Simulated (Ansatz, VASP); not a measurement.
**W: VASP beside Ansatz**

```xyz
4
Lattice="-1.5973 1.5973 -1.5973 -1.5973 -1.5973 1.5973 0.0000 6.5660 6.5660" Properties=species:S:1:pos:R:3 pbc="T T T"
W     0.0000    5.5905    5.5905
W    -1.5973    0.7987    0.7987
W     0.0000    2.3959    2.3959
W    -1.5973    3.9933    3.9933
```

Alike in both runs: task single point; functional LDA; k mesh 18 × 18 × 5; occupations gaussian, width 0.15 eV; no spin polarisation.

```csv
,VASP,Ansatz
version,VASP 6.6.1,Ansatz 0.2.0
potentials or method,"VASP PAW LDA potentials, release 64 (W_sv), cutoff 520 eV","scalar-relativistic, plane waves, PAW"
valence electrons in the cell,56,56
```

VASP gave:

```
gap on the k mesh at the Fermi level (eV)                     : none
pressure (GPa)                                                : -20.7
traceless stress, the component that is largest in VASP (GPa) : -2.53
rms of the force components (eV/Å)                            : 0.463
```

Question: What did Ansatz give for the same quantities?

Answer: gap on the k mesh at the Fermi level (eV): none; pressure (GPa): -22.1; traceless stress, the component that is largest in VASP (GPa): -2.47; rms of the force components (eV/Å): 0.451.

LDA's correlation is that of Perdew and Zunger in VASP and of Perdew and Wang (1992) in Ansatz. Atom by atom the forces differ by 0.012 eV/Å (rms over components). A gap of «none» marks a metal or a gap that the smearing closes.

Spin-orbit coupling is off throughout.
